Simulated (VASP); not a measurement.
# BaTiO3 in VASP: further runs

BaTiO3 is run at these levels: LDA; tasks: single point.

Program: VASP 6.6.1. These are calculated values, not measurements. Logs are shortened: lines on timing, memory, paths and dates and some standing lists are left out, and cuts for length are marked.

**1. The cell of the first run**

Symmetry: P4/mmm, No. 123, tetragonal system. The conventional cell has a = 4.007 Å, b = 4.007 Å, c = 3.887 Å, α = 90.00°, β = 90.00°, γ = 90.00°. Ba (site symmetry 4/mmm) has 12 O at 2.79 to 2.83 Å and 8 Ti at 3.44 Å within 3.7 Å. Within 2.6 Å of Ti (site symmetry 4/mmm) lie 6 O at 1.94 to 2.00 Å. Within 2.7 Å of O (site symmetry mmm) lie 2 Ti at 2.00 Å. Within 2.6 Å of O (site symmetry 4/mmm) lie 2 Ti at 1.94 Å.

**2. Single point, LDA (zz strain of -3 %)**

Input file INCAR:

```
ALGO = Normal
EDIFF = 1E-6
ENCUT = 520
GGA = CA
ISIF = 2
ISMEAR = -1
LASPH = T
LCHARG = T
LELF = T
LREAL = F
LVHAR = T
LWAVE = F
NBANDS = 28
NELM = 80
PREC = Accurate
SIGMA = 0.05
```

Input file KPOINTS:

```
k-points
0
Gamma
  8 8 8
```

Input file POSCAR:

```
BaTiO3
1.0
    4.0073000000      0.0000000000      0.0000000000
    0.0000000000      4.0073000000      0.0000000000
    0.0000000000      0.0000000000      3.8870810000
Ba Ti O
1 1 3
Direct
    0.5000000000      0.5000000000      0.5000000000
    0.0000000000      0.0000000000      0.0000000000
    0.5000000000      0.0000000000      0.0000000000
    0.0000000000      0.5000000000      0.0000000000
    0.0000000000      0.0000000000      0.5000000000
```

Potentials or basis: VASP PAW LDA potentials, release 64 (Ba_sv, Ti_sv, O).

On the command line:

```
$ cat potpaw_LDA.64/Ba_sv/POTCAR potpaw_LDA.64/Ti_sv/POTCAR potpaw_LDA.64/O/POTCAR > POTCAR
$ mpirun -np 1 vasp_std > vasp.out
```

OUTCAR:

```text
EDIFF = 1E-6
   ENCUT = 520
   GGA = CA
   ISIF = 2
   ISMEAR = -1
   LASPH = T
   LREAL = F
   NELM = 80
   PREC = Accurate

 ion  position               nearest neighbor table
   1  0.500  0.500  0.500-   3 2.79   4 2.79   3 2.79   4 2.79   3 2.79   3 2.79   4 2.79   4 2.79
                             5 2.83   5 2.83   5 2.83   5 2.83   2 3.44   2 3.44   2 3.44   2 3.44
   2  0.000  0.000  0.000-   5 1.94   5 1.94   3 2.00   4 2.00   4 2.00   3 2.00   1 3.44   1 3.44
                             1 3.44   1 3.44   1 3.44   1 3.44   1 3.44   1 3.44
   3  0.500  0.000  0.000-   2 2.00   2 2.00   1 2.79   1 2.79   1 2.79   1 2.79
   4  0.000  0.500  0.000-   2 2.00   2 2.00   1 2.79   1 2.79   1 2.79   1 2.79
   5  0.000  0.000  0.500-   2 1.94   2 1.94   1 2.83   1 2.83   1 2.83   1 2.83

  LATTYP: Found a simple tetragonal cell.
 ALAT       =     4.0073000000
 C/A-ratio  =     0.9700000000

  Lattice vectors:

 A1 = (   4.0073000000,   0.0000000000,   0.0000000000)
 A2 = (   0.0000000000,   4.0073000000,   0.0000000000)
 A3 = (   0.0000000000,   0.0000000000,   3.8870810000)

Analysis of symmetry for initial positions (statically):
=====================================================================
 Subroutine PRICEL returns:
 Original cell was already a primitive cell.

 Routine SETGRP: Setting up the symmetry group for a
 simple tetragonal supercell.

 Subroutine GETGRP returns: Found 16 space group operations
 (whereof 16 operations were pure point group operations)
 out of a pool of 16 trial point group operations.

The static configuration has the point symmetry D_4h.

Analysis of symmetry for dynamics (positions and initial velocities):
=====================================================================
 Subroutine PRICEL returns:
 Original cell was already a primitive cell.

 Routine SETGRP: Setting up the symmetry group for a
 simple tetragonal supercell.

 Subroutine GETGRP returns: Found 16 space group operations
 (whereof 16 operations were pure point group operations)
 out of a pool of 16 trial point group operations.

The dynamic configuration has the point symmetry D_4h.

 Subroutine INISYM returns: Found 16 space group operations
 (whereof 16 operations are pure point group operations),
 and found     1 'primitive' translations

----------------------------------------------------------------------------------------

                                     Primitive cell

  volume of cell :      62.4205

  direct lattice vectors                    reciprocal lattice vectors
     4.007300000  0.000000000  0.000000000     0.249544581  0.000000000  0.000000000
     0.000000000  4.007300000  0.000000000     0.000000000  0.249544581  0.000000000
     0.000000000  0.000000000  3.887081000     0.000000000  0.000000000  0.257262455

  length of vectors
     4.007300000  4.007300000  3.887081000     0.249544581  0.249544581  0.257262455

  position of ions in fractional coordinates (direct lattice)
     0.500000000  0.500000000  0.500000000
     0.000000000  0.000000000  0.000000000
     0.500000000  0.000000000  0.000000000
     0.000000000  0.500000000  0.000000000
     0.000000000  0.000000000  0.500000000

  ion indices of the primitive-cell ions
   primitive index   ion index
                 1           1
                 2           2
                 3           3
                 4           4
                 5           5

----------------------------------------------------------------------------------------

 KPOINTS: k-points

Automatic generation of k-mesh.
 Grid dimensions read from file:
 generate k-points for:    8    8    8

 Generating k-lattice:

  Cartesian coordinates                     Fractional coordinates (reciprocal lattice)
     0.031193073  0.000000000  0.000000000     0.125000000  0.000000000  0.000000000
     0.000000000  0.031193073  0.000000000     0.000000000  0.125000000  0.000000000
     0.000000000  0.000000000  0.032157807     0.000000000  0.000000000  0.125000000

  Length of vectors
     0.031193073  0.031193073  0.032157807

  Shift w.r.t. Gamma in fractional coordinates (k-lattice)
     0.000000000  0.000000000  0.000000000

 Subroutine IBZKPT returns following result:
 ===========================================

 Found     75 irreducible k-points:

 Following reciprocal coordinates:
            Coordinates               Weight
  0.000000  0.000000  0.000000      1.000000
  0.125000  0.000000  0.000000      4.000000
  0.250000  0.000000  0.000000      4.000000
  0.375000  0.000000  0.000000      4.000000
  0.500000  0.000000  0.000000      2.000000
  0.125000  0.125000  0.000000      4.000000
[... 16 lines left out ...]
  0.375000  0.125000  0.125000     16.000000
  0.500000  0.125000  0.125000      8.000000
 [... further k-points ...]
   k-points           NKPTS =     75   k-points in BZ     NKDIM =     75   number of bands    NBANDS=     28
   number of dos      NEDOS =    301   number of ions     NIONS =      5
   total plane-waves  NPLWV =  27000
   dimension x,y,z NGX =    30 NGY =   30 NGZ =   30
   dimension x,y,z NGXF=    60 NGYF=   60 NGZF=   60
   ions per type =               1   1   3
   NGX,Y,Z   is equivalent  to a cutoff of  12.45, 12.45, 12.83 a.u.
   NGXF,Y,Z  is equivalent  to a cutoff of  24.89, 24.89, 25.66 a.u.
 SYSTEM =  unknown system
   PREC   = accura    normal or accurate (medium, high low for compatibility)
   ISTART =      0    job   : 0-new  1-cont  2-samecut
   ICHARG =      2    charge: 1-file 2-atom 10-const
   ISPIN  =      1    spin polarized calculation?
   LNONCOLLINEAR =      F non collinear calculations
   LSORBIT =      F    spin-orbit coupling
   LASPH  =      T    aspherical Exc in radial PAW
   ENCUT  =  520.0 eV  38.22 Ry    6.18 a.u.   7.45  7.45  7.23*2*pi/ulx,y,z
   NELM   =     80;   NELMIN=  2; NELMDL= -5     # of ELM steps
   EDIFF  = 0.1E-05   stopping-criterion for ELM
   LREAL  =      F    real-space projection
   EDIFFG = 0.1E-04   stopping-criterion for IOM
   NSW    =      0    number of steps for IOM
   IBRION =     -1    ionic relax: 0-MD 1-quasi-New 2-CG
   NFREE  =      0    steps in history (QN), initial steepest desc. (CG)
   ISIF   =      2    stress and relaxation
   ISYM   =      2    0-nonsym 1-usesym 2-fastsym
   POTIM  = 0.5000    time-step for ionic-motion
   TEBEG  =    0.0;   TEEND  =   0.0 temperature during run
   PSTRESS=    0.0 pullay stress
   NELECT =      40.0000    total number of electrons
   NUPDOWN=      -1.0000    fix difference up-down
   EMIN   =  10.00;   EMAX   =-10.00  energy-range for DOS
   EFERMI =   0.00;   METHOD = LEGACY
   ISMEAR =    -1;   SIGMA  =   0.05  broadening in eV -4-tet -1-fermi 0-gaus
   EFERMI_NEDOS =   21; number of points for ismear=-14 and -15
   IALGO  =     38    algorithm
   IMIX   =      4    mixing-type and parameters
     AMIX     =   0.40;   BMIX     =  1.00
     AMIX_MAG =   1.60;   BMIX_MAG =  1.00
  volume/ion in A,a.u.               =      12.48        84.25
  Fermi-wavevector in a.u.,A,eV,Ry     =   1.411407  2.667173 27.103770  1.992071
  Thomas-Fermi vector in A             =   2.533262
   LORBIT       =      0    0 simple, 1 ext, 2 COOP (PROOUT), +10 PAW based schemes
   GGA     = CA    functional components
   LHFCALC =     F    Hartree Fock is set to
   AEXX    =    0.0000 exact exchange contribution
   IVDW    =     0    specifies the selected vdW correction
   LEPSILON=     F    determine dielectric tensor
   LRPA    =     F    only Hartree local field effects (RPA)
 non-spin polarized calculation
  energy-cutoff  :      520.00
  volume of cell :       62.42
 maximum number of plane-waves:      1706
 NGX is ok and might be reduce to    30
   NGX = 15   NGY = 15   NGZ = 15

 number of electron      39.9999988 magnetization

 Free energy of the ion-electron system (eV)
  ---------------------------------------------------
  ext. energy  EPLUGINS =         0.00000000
  ---------------------------------------------------
  free energy    TOTEN  =       -44.12585138 eV

  energy without entropy =      -44.12585137  energy(sigma->0) =      -44.12585137

 E-fermi :   4.6097     XC(G=0): -11.8749

 val. band max:        3.7682431689   @ k =   0.5000   0.5000   0.5000
 cond. band min:       5.4048323947   @ k =   0.0000   0.0000   0.0000
 fundamental gap:      1.6365892257
 Fermi energy:         4.6096684360

 k-point     1 :       0.0000    0.0000    0.0000
  band No.  band energies     occupation
      1     -52.0337      2.00000
      2     -28.6832      2.00000
      3     -28.6568      2.00000
      4     -28.6568      2.00000
      5     -20.8657      2.00000
      6     -12.9363      2.00000
[... 20 lines left out ...]
     27       8.8232      0.00000
     28      11.2506      0.00000

 k-point     2 :       0.1250    0.0000    0.0000
  band No.  band energies     occupation
      1     -52.0335      2.00000
      2     -28.6828      2.00000
      3     -28.6649      2.00000
      4     -28.6565      2.00000
      5     -20.8465      2.00000
      6     -12.9644      2.00000
[... 20 lines left out ...]
     27       9.1315      0.00000
     28      11.6173      0.00000

 k-point     3 :       0.2500    0.0000    0.0000
  band No.  band energies     occupation
      1     -52.0331      2.00000
      2     -28.6843      2.00000
      3     -28.6821      2.00000
      4     -28.6557      2.00000
      5     -20.7996      2.00000
      6     -13.0696      2.00000
[... 20 lines left out ...]
     27       9.9270      0.00000
     28      12.2561      0.00000

 k-point     4 :       0.3750    0.0000    0.0000
  band No.  band energies     occupation
      1     -52.0327      2.00000
      2     -28.7036      2.00000
      3     -28.6813      2.00000
      4     -28.6549      2.00000
      5     -20.7515      2.00000
      6     -13.2050      2.00000
[... 20 lines left out ...]
     27      10.8715      0.00000
     28      12.1164      0.00000

 k-point     5 :       0.5000    0.0000    0.0000
  band No.  band energies     occupation
      1     -52.0326      2.00000
      2     -28.7116      2.00000
      3     -28.6810      2.00000
      4     -28.6545      2.00000
      5     -20.7313      2.00000
      6     -13.2654      2.00000
[... 20 lines left out ...]
     27      11.3412      0.00000
     28      12.0579      0.00000

 k-point     6 :       0.1250    0.1250    0.0000
  band No.  band energies     occupation
      1     -52.0333      2.00000
      2     -28.6825      2.00000
      3     -28.6648      2.00000
      4     -28.6642      2.00000
      5     -20.8284      2.00000
      6     -12.9744      2.00000
[... 463 lines left out ...]
      5     -20.8072      2.00000
      6     -12.9242      2.00000
[... 20 lines left out ...]
     27       9.6974      0.00000
     28      11.8746      0.00000

 k-point    22 :       0.2500    0.1250    0.1250
  band No.  band energies     occupation
      1     -52.0327      2.00000
      2     -28.6933      2.00000
      3     -28.6832      2.00000
      4     -28.6631      2.00000
      5     -20.7651      2.00000
      6     -12.9666      2.00000
[... 20 lines left out ...]
     27      10.4260      0.00000
     28      12.1744      0.00000

 k-point    23 :       0.3750    0.1250    0.1250
  band No.  band energies     occupation
      1     -52.0323      2.00000
      2     -28.7023      2.00000
      3     -28.6924      2.00000
      4     -28.6622      2.00000
      5     -20.7222      2.00000
      6     -13.0541      2.00000
[... 20 lines left out ...]
     27      11.3204      0.00000
     28      12.5519      0.00000

 k-point    24 :       0.5000    0.1250    0.1250
  band No.  band energies     occupation
      1     -52.0322      2.00000
      2     -28.7102      2.00000
      3     -28.6920      2.00000
      4     -28.6619      2.00000
      5     -20.7041      2.00000
      6     -13.0985      2.00000
[... 20 lines left out ...]
     27      11.7140      0.00000
     28      12.6938      0.00000

 [... further k-points ...]
[... 5 lines left out ...]
  --------------------------------------------------------------------------------------
  -------------------------------------------------------------------------------------
  Total       -1.6481677     -1.6481677      0.9939439      0.0000000      0.0000000      0.0000000
  in kB      -42.3043165    -42.3043165     25.5120385      0.0000000      0.0000000      0.0000000
  external PRESSURE =     -19.6988648 kB  Pullay stress =       0.0000000 kB

 VOLUME and BASIS-vectors are now :
 -----------------------------------------------------------------------------
  energy-cutoff  :      520.00
  volume of cell :       62.42
      direct lattice vectors                 reciprocal lattice vectors
     4.007300000  0.000000000  0.000000000     0.249544581  0.000000000  0.000000000
     0.000000000  4.007300000  0.000000000     0.000000000  0.249544581  0.000000000
     0.000000000  0.000000000  3.887081000     0.000000000  0.000000000  0.257262455

 POSITION                                       TOTAL-FORCE (eV/Angst)
 -----------------------------------------------------------------------------------
      2.00365      2.00365      1.94354         0.000000      0.000000      0.000000
      0.00000      0.00000      0.00000         0.000000      0.000000      0.000000
      2.00365      0.00000      0.00000         0.000000      0.000000      0.000000
      0.00000      2.00365      0.00000         0.000000      0.000000      0.000000
      0.00000      0.00000      1.94354         0.000000      0.000000      0.000000
 -----------------------------------------------------------------------------------
    total drift:                               -0.000000     -0.000000      0.000000

  FREE ENERGIE OF THE ION-ELECTRON SYSTEM (eV)
  ---------------------------------------------------
  free  energy   TOTEN  =       -44.1258513754 eV

  energy  without entropy=      -44.1258513716  energy(sigma->0) =      -44.12585137
```

Run time: 90 s. Hardware: 1 thread of AMD EPYC 7R13 (Zen 3), shared host; peak memory 0.21 GiB.

What came out:

```
Free energy            : -44.1259 eV
Pressure               : -2.0 GPa
Band gap on the k mesh : 1.64 eV, indirect (least direct gap 1.75 eV)
```

Levels at points of the mesh, in eV from the valence-band top:
| k point | band 17 | band 18 | band 19 | band 20 | band 21 | band 22 | band 23 | band 24 |
| --- | --- | --- | --- | --- | --- | --- | --- | --- |
| (0.00, 0.00, 0.00) | -1.11 | -0.16 | -0.16 | -0.12 | 1.64 | 1.70 | 1.70 | 3.98 |
| (0.50, 0.00, 0.00) | -1.81 | -1.80 | -0.75 | -0.72 | 1.86 | 3.47 | 3.48 | 4.16 |
| (0.50, 0.50, 0.00) | -1.74 | -1.06 | -1.06 | -0.20 | 3.49 | 3.49 | 3.88 | 5.21 |
| (0.00, 0.00, 0.50) | -2.10 | -1.99 | -0.78 | -0.78 | 1.84 | 3.75 | 3.75 | 4.00 |
| (0.50, 0.00, 0.50) | -1.75 | -0.80 | -0.79 | -0.11 | 3.48 | 3.76 | 4.07 | 4.88 |
| (0.50, 0.50, 0.50) | -2.23 | -0.08 | 0.00 | 0.00 | 4.18 | 4.34 | 4.34 | 6.63 |

Caveat: the cell differs from its parent crystal (zz strain of -3 %); spin-orbit coupling is left out, which moves the levels of the heavy elements.

**3. Single point, LDA (zz strain of -2 %)**

Input file INCAR:

```
SYSTEM = BaTiO3
PREC = Accurate
ENCUT = 520
EDIFF = 1E-6
ISMEAR = -1
SIGMA = 0.05
LREAL = .False.
LASPH = .True.
NELM = 100
ALGO = Normal
ISIF = 2
LWAVE = .False.
LCHARG = .True.
GGA = CA
LELF = .True.
LVHAR = .True.
NBANDS = 28
```

Input file KPOINTS:

```
Automatic mesh
0
Gamma
  8 8 8
  0 0 0
```

POSCAR: that of step 2 with these lines changed.

```diff
@@ -4,3 +4,3 @@
     0.0000000000      4.0073000000      0.0000000000
-    0.0000000000      0.0000000000      3.8870810000
+    0.0000000000      0.0000000000      3.9271540000
 Ba Ti O
```

Potentials or basis: VASP PAW LDA potentials, release 64 (Ba_sv, Ti_sv, O).

On the command line:

```
$ cat potpaw_LDA.64/Ba_sv/POTCAR potpaw_LDA.64/Ti_sv/POTCAR potpaw_LDA.64/O/POTCAR > POTCAR
$ mpirun -np 1 vasp_std > vasp.out
```

Run time: 2.2 min. Hardware: 1 thread of AMD EPYC 7R13 (Zen 3), shared host; peak memory 0.21 GiB.

It converged, with:

- Free energy: -44.1293 eV
- Pressure: -4.0 GPa
- Band gap on the k mesh: 1.64 eV, indirect (least direct gap 1.77 eV)

Stress tensor (GPa, compression positive):
```
-5.36  0.00  0.00
 0.00 -5.36  0.00
 0.00  0.00 -1.14
```

Levels at points of the mesh, in eV from the valence-band top:
| k point | band 16 | band 17 | band 18 | band 19 | band 20 | band 21 | band 22 | band 23 | band 24 | band 25 |
| --- | --- | --- | --- | --- | --- | --- | --- | --- | --- | --- |
| (0.00, 0.00, 0.00) | -1.18 | -1.11 | -0.15 | -0.15 | -0.12 | 1.64 | 1.68 | 1.68 | 3.96 | 4.11 |
| (0.50, 0.00, 0.00) | -2.02 | -1.82 | -1.82 | -0.74 | -0.72 | 1.85 | 3.46 | 3.47 | 4.08 | 6.07 |
| (0.50, 0.50, 0.00) | -2.74 | -1.74 | -1.00 | -1.00 | -0.16 | 3.48 | 3.48 | 3.87 | 5.06 | 7.70 |
| (0.00, 0.00, 0.50) | -2.05 | -2.05 | -1.99 | -0.76 | -0.76 | 1.83 | 3.64 | 3.64 | 3.97 | 6.17 |
| (0.50, 0.00, 0.50) | -2.82 | -1.75 | -0.82 | -0.82 | -0.10 | 3.47 | 3.65 | 3.99 | 4.85 | 7.85 |
| (0.50, 0.50, 0.50) | -2.50 | -2.29 | -0.05 | 0.00 | 0.00 | 4.16 | 4.27 | 4.27 | 6.63 | 6.74 |

Caveat: the cell differs from its parent crystal (zz strain of -2 %); spin-orbit coupling is left out, which moves the levels of the heavy elements.

[end of part 1 of 2]
